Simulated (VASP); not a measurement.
Wanted: the native input for a VASP 6.6.1 run.

```
Task                   : single point
Functional             : PBEsol
Potentials or basis    : VASP PAW PBE potentials, release 64 (Pb_d, O)
Cutoff                 : 520 eV
k mesh                 : 2 × 2 × 2
Occupations            : fermi-dirac, width 0.052 eV
Spin                   : no spin polarisation
Dipole correction      : no
Further INCAR settings : LREAL = Auto; ALGO = Normal; EDIFF = 1e-06; NBANDS = 122
```

The structure of PbO2 lies in POSCAR:

```
PbO2
1.0
    0.0000000000      5.3848840000      5.3848840000
    5.3848840000      0.0000000000      5.3848840000
    5.3848840000      5.3848840000      0.0000000000
Pb O
8 16
Direct
    0.0080403775      0.0036937657     -0.0078552296
   -0.0070832538      0.0043964735      0.4954755757
   -0.0018093240      0.5116524330      0.0049962079
    0.0042812436      0.5018473936      0.5021773914
    0.4988149234     -0.0000450335      0.0020291059
    0.5054984471     -0.0100339209      0.5073280130
    0.5138262031      0.4972633579     -0.0162776951
    0.4973539820      0.4795742118      0.5067213147
    0.1376869957      0.1298866419      0.0757077590
    0.3675305726      0.4095494908      0.3511040349
    0.1332660091      0.1312316106      0.6316992158
    0.3742325740      0.3847867475      0.8922987013
    0.0890121310      0.6619461069      0.1286638672
    0.3410119884      0.8940979973      0.3608161290
    0.0944743657      0.6316185270      0.6540489080
    0.3859336617      0.8459413425      0.8691396138
    0.6122494932      0.1273244698      0.1550450298
    0.8961365742      0.3298181539      0.3793575683
    0.6031345336      0.1387811697      0.6243481754
    0.8499650132      0.3958168830      0.8706586809
    0.6293958236      0.6376524545      0.1191850187
    0.8834114161      0.8655701776      0.3953422209
    0.6244352710      0.6222777501      0.5771733430
    0.8516441580      0.9370094138      0.8495542337
```

These files were run (other wordings do the same):

INCAR

```
SYSTEM = PbO2
  PREC = Accurate
  ENCUT = 520
  EDIFF = 1E-6
  ISMEAR = -1
  SIGMA = 0.052
  LREAL = Auto
  LASPH = .True.
  NELM = 60
  ALGO = Normal
  ISIF = 2
  LWAVE = .False.
  LCHARG = .True.
  GGA = PS
  LELF = .True.
  LVHAR = .True.
  NBANDS = 122
```

KPOINTS

```
regular mesh
0
Gamma
  2 2 2
  0 0 0
```

Potentials or basis: VASP PAW PBE potentials, release 64 (Pb_d, O).

Command:

```bash
$ cat potpaw_PBE.64/Pb_d/POTCAR potpaw_PBE.64/O/POTCAR > POTCAR
$ mpirun -np 1 vasp_std > vasp.out
```

Results of the run:

```json
{
  "Pressure": "-1.3 GPa",
  "Largest force": "2.243 eV/Å",
  "Band gap on the k mesh": "zero (bands 104 and 105 overlap by 0.05 eV)"
}
```

Caveat: the k points lie up to 0.51 Å⁻¹ apart; the atoms stand as in a frame of molecular dynamics; the structure was generated, so it needn't be the stable form of PbO2; semilocal functionals underestimate gaps, and a narrow one can read as zero; the PAW data sets were made with another functional, which shifts forces and pressure a little; spin-orbit coupling is left out, which moves the levels of the heavy elements.

Wall time 21 min on 1 thread of AMD EPYC 9755 128-Core Processor, on a shared host, peak memory 0.53 GiB.
